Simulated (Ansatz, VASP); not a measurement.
## Two plane-wave programs on SrO

```xyz
2
Lattice="0.0000 2.5322 2.5322 2.5322 0.0000 2.5322 2.5322 2.5322 0.0000" Properties=species:S:1:pos:R:3 pbc="T T T"
Sr    2.5322    2.5322    2.5322
O     0.0000    0.0000    0.0000
```

Alike in both runs: functional LDA; k mesh 8 × 8 × 8; occupations gaussian, width 0.02 eV; no spin polarisation.

Ansatz relaxed the structure, and its values are those at the end. VASP's run is a single point on that final structure, the one shown.

|  | VASP | Ansatz |
| --- | --- | --- |
| version | VASP 6.6.1 | Ansatz 0.2.0 |
| potentials or method | VASP PAW LDA potentials, release 64 (Sr_sv, O), cutoff 520 eV | scalar-relativistic, plane waves, PAW |
| valence electrons in the cell | 16 | 16 |

```csv
,VASP,Ansatz,Ansatz less VASP
gap on the k mesh at the Fermi level (eV),3.06,3.12,+0.063
least direct gap on the mesh (eV),3.11,3.16,+0.053
pressure (GPa),0.8,0.0,-0.85
```

LDA's correlation is that of Perdew and Zunger in VASP and of Perdew and Wang (1992) in Ansatz.
